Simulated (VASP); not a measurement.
## SiC: relaxation of the atoms with PBE

Crystal: SiC.

```
Si C
1.0
     2.18986    2.18986    0.00000
    -2.18986    2.18986    0.00000
     0.03097    0.03097    4.37973
Si C
2 2
Direct
  0.50000 0.00000 0.75000
  0.00000 0.50000 0.25000
  0.00000 0.00000 0.00000
  0.50000 0.50000 0.50000
```

This cell differs from its parent crystal: shear of c along a, cell held: +1.0 %.

- Program: VASP 6.6.1
- Task: relaxation of the atoms
- Functional: PBE
- Potentials or basis: VASP PAW PBE potentials, release 64 (Si, C)
- Cutoff: 520 eV
- k mesh: 10 × 10 × 6
- Occupations: gaussian, width 0.02 eV
- Spin: no spin polarisation
- Dipole correction: no
- Further INCAR settings: ALGO = Normal; EDIFF = 1e-07; IBRION = 2; EDIFFG = -0.008; NSW = 60

```yaml
Energy_gained_by_relaxing: 0.1 meV/atom
Ionic_steps: 3
Pressure_after_relaxing: 0.0 GPa
Band_gap_on_the_k_mesh: 1.32 eV
```

Stress tensor (GPa, compression positive):
```
-0.05 -0.02 -1.70
-0.02 -0.05 -1.70
-1.70 -1.70 -0.02
```

The path:
| step | energy change (eV) | largest force (eV/Å) | pressure (GPa) |
| --- | --- | --- | --- |
| 1 | 0.0000 | 0.0757 | -0.03 |
| 2 | -0.0001 | 0.0601 | -0.05 |
| 3 | -0.0003 | 0.0017 | -0.04 |

Final structure:
```cif
data_structure
_symmetry_space_group_name_H-M 'P 1'
_symmetry_Int_Tables_number 1
_cell_length_a 3.0969
_cell_length_b 3.0969
_cell_length_c 4.3799
_cell_angle_alpha 90.000
_cell_angle_beta 89.427
_cell_angle_gamma 90.000
_cell_volume 42.01
loop_
_atom_site_label
_atom_site_type_symbol
_atom_site_fract_x
_atom_site_fract_y
_atom_site_fract_z
_atom_site_occupancy
Si1 Si 0.50066 0.00000 0.74998 1
Si2 Si 0.00066 0.50000 0.24998 1
C1 C 0.99934 0.00000 0.00002 1
C2 C 0.49934 0.50000 0.50002 1
```

Levels at points of the mesh, in eV from the valence-band top:
```csv
k point,band 4,band 5,band 6,band 7,band 8,band 9,band 10,band 11,band 12
"(0.00, 0.00, 0.00)",-3.20,-3.20,-0.09,-0.05,0.00,1.32,4.22,5.99,7.06
"(0.50, 0.00, 0.00)",-5.96,-4.34,-4.34,-1.22,-1.22,5.43,5.43,8.59,8.59
"(0.00, 0.50, 0.00)",-5.96,-4.34,-4.34,-1.22,-1.22,5.43,5.43,8.56,8.56
"(0.50, 0.50, 0.00)",-7.79,-3.26,-3.26,-3.14,-3.14,1.32,1.32,4.23,4.23
"(0.00, 0.00, 0.50)",-3.39,-1.96,-1.96,-1.96,-1.96,3.96,3.96,6.23,6.23
"(0.50, 0.00, 0.50)",-8.48,-1.15,-1.13,-1.06,-1.04,5.15,5.35,7.03,7.08
"(0.00, 0.50, 0.50)",-8.50,-1.11,-1.11,-1.08,-1.08,5.25,5.25,7.07,7.07
"(0.50, 0.50, 0.50)",-7.05,-4.97,-4.97,-4.67,-4.67,5.14,5.14,9.16,9.16
```

Run time: 45 s on 1 thread of Intel(R) Xeon(R) 6975P-C (Granite Rapids) (shared host), peak memory 0.21 GiB.

Caveat: the cell differs from its parent crystal (shear of c along a, cell held: +1.0 %). A k mesh can miss the band edges.
